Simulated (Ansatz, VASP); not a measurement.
**GaSe in VASP and in Ansatz**

```
Ga Se
1.0
     3.75807    0.00000    0.00000
    -1.87904    3.25459    0.00000
     0.00000    0.00000   15.67034
Ga Se
4 4
Direct
  0.33333 0.66667 0.17225
  0.66667 0.33333 0.67225
  0.33333 0.66667 0.32775
  0.66667 0.33333 0.82775
  0.33333 0.66667 0.59681
  0.66667 0.33333 0.09681
  0.33333 0.66667 0.90319
  0.66667 0.33333 0.40319
```

Alike in both runs: functional revPBE; dispersion D3(BJ); k mesh 6 × 6 × 2; no spin polarisation.

Ansatz relaxed the structure, and its values are those at the end. VASP's run is a single point on that final structure, the one shown.

```csv
,VASP,Ansatz
version,VASP 6.6.1,Ansatz 0.2.0
potentials or method,"VASP PAW PBE potentials, release 64 (Ga_d, Se), cutoff 500 eV","plane waves, PAW"
occupations,"gaussian, width 0.01 eV",fixed
valence electrons in the cell,76,116
```

|  | VASP | Ansatz | Ansatz less VASP |
| --- | --- | --- | --- |
| pressure (GPa) | 0.2 | 0.0 | -0.14 |
| rms of the force components (eV/Å) | 0.013 | 0.001 | -0.0123 |

VASP's potentials were made for PBE, not for revPBE. VASP's potentials hold 76 valence electrons a cell and Ansatz's 116, so a difference there can come from the potentials and not from the codes.
